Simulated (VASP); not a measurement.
Write the native input for VASP 6.6.1 that does the following.

| Property | Result |
| --- | --- |
| Task | single point |
| Functional | LDA |
| Potentials or basis | VASP PAW LDA potentials, release 64 (Ge_d, C, N) |
| Cutoff | 520 eV |
| k mesh | 12 × 12 × 12 |
| Occupations | gaussian, width 0.05 eV |
| Spin | no spin polarisation |
| Dipole correction | no |
| Further INCAR settings | ALGO = Normal; EDIFF = 1e-07; NBANDS = 22 |

The structure of GeCN2 lies in POSCAR:

```
GeCN2
1.0
    1.6948988150      0.9785502871      5.0194627566
   -1.6948988150      0.9785502871      5.0194627566
    0.0000000000     -1.9571005742      5.0194627566
Ge C N
1 1 2
Direct
    0.0000000000      0.0000000000      0.0000000000
    0.5000000000      0.5000000000      0.5000000000
    0.4155196828      0.4155196828      0.4155196828
    0.5844803172      0.5844803172      0.5844803172
```

This cell differs from its parent crystal: ratio of the length along z to the lengths across it x 1.05, volume and fractional coordinates fixed.

One way to write it, as run:

INCAR

```
PREC     = Accurate       # precision mode
ENCUT    = 520            # plane-wave cutoff, eV
EDIFF    = 1E-7           # SCF threshold, eV
ISMEAR   = 0              # smearing method
SIGMA    = 0.05           # smearing width, eV
LREAL    = False          # projectors in reciprocal space
LASPH    = True           # aspherical terms in the spheres
NELM     = 100            # most SCF steps
ALGO     = Normal         # electronic algorithm
ISIF     = 2              # what is computed and relaxed
LWAVE    = False          # write WAVECAR
LCHARG   = True           # write CHGCAR
LELF     = True           # ELF
LVHAR    = True         
NBANDS   = 22             # bands
```

KPOINTS

```
Automatic mesh
0
Gamma
  12 12 12
```

Potentials or basis: VASP PAW LDA potentials, release 64 (Ge_d, C, N).

Launch:

```bash
$ cat potpaw_LDA.64/Ge_d/POTCAR potpaw_LDA.64/C/POTCAR potpaw_LDA.64/N/POTCAR > POTCAR
$ mpirun -np 1 vasp_std > vasp.out
```

It gave:

```json
{
 "Pressure": "-7.8 GPa",
 "Largest force": "2.494 eV/Å",
 "Band gap on the k mesh": "0.98 eV (least direct gap 1.25 eV)"
}
```

Caveat: the stress differs along the axes, from -25 to 1 GPa; forces of over 1 eV/Å act on the atoms, so gaps and moduli don't describe the material at rest.

Wall time 3.8 min on 1 thread of Intel(R) Xeon(R) Platinum 8488C (Sapphire Rapids), on a shared host, peak memory 0.34 GiB.
